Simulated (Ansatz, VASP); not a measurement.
## One calculation of HfO2, two programs

```xyz
3
Lattice="0.0000 2.4238 2.4238 2.4238 0.0000 2.4238 2.4238 2.4238 0.0000" Properties=species:S:1:pos:R:3 pbc="T T T"
Hf    0.0000    0.0000    0.0000
O     1.2119    1.2119    1.2119
O     3.6357    3.6357    3.6357
```

Change from the starting cell: volume scaled by 0.88, PAW files.

Alike in both runs: task single point; functional r2SCAN; k mesh 11 × 11 × 11; occupations fermi-dirac, width 0.1 eV; no spin polarisation.

|  | VASP | Ansatz |
| --- | --- | --- |
| version | VASP 6.6.1 | Ansatz 0.2.0 |
| potentials or method | VASP PAW PBE potentials, release 64 (Hf_pv, O) | PAW with Ansatz's default frozen-core files, scalar-relativistic |
| plane-wave cutoff (eV) | 520 | 500 |
| valence electrons in the cell | 22 | 38 |

Ansatz gave:

- gap on the k mesh at the Fermi level (eV): 4.73
- pressure (GPa): 45.1

Question: Which values does VASP return?

Answer: gap on the k mesh at the Fermi level (eV): 4.78; pressure (GPa): 39.9.

VASP's potentials were made for PBE, not for r2SCAN. The pressures are high and differ by over a tenth, so treat them with care. With one functional, cell and mesh, what is left measures potentials, basis and numerics. VASP's potentials hold 22 valence electrons a cell and Ansatz's 38, so a difference there can come from the potentials and not from the codes.

Neither program's run includes spin-orbit coupling.
